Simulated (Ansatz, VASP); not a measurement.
**Sb: VASP beside Ansatz**

```
Sb
1.0
     2.11414    1.22060    3.68053
    -2.11414    1.22060    3.68053
     0.00000   -2.44120    3.68053
Sb
2
Direct
  0.23364 0.23364 0.23364
  0.76636 0.76636 0.76636
```

Alike in both runs: task electric field gradients; functional PBE; k mesh 9 × 9 × 9; occupations fermi-dirac, width 0.05 eV; no spin polarisation.

```csv
,VASP,Ansatz
version,VASP 6.6.1,Ansatz 0.2.0
potentials or method,"VASP PAW PBE potentials, release 64 (Sb)","PAW with Ansatz's default frozen-core files, scalar-relativistic"
plane-wave cutoff (eV),520,420
valence electrons in the cell,10,30
```

```csv
,VASP,Ansatz,Ansatz less VASP
gap on the k mesh at the Fermi level (eV),none,none,-
pressure (GPa),6.9,6.8,-0.14
"traceless stress, the component that is largest in VASP (GPa)",-0.79,-0.73,+0.054
rms of the force components (eV/Å),0.319,0.286,-0.0330
```

Atom by atom the forces differ by 0.033 eV/Å (rms over components). A gap of «none» marks a metal or a gap that the smearing closes. With one functional, cell and mesh, what is left measures potentials, basis and numerics. VASP's potentials hold 10 valence electrons a cell and Ansatz's 30, so a difference there can come from the potentials and not from the codes.

Neither program's run includes spin-orbit coupling.
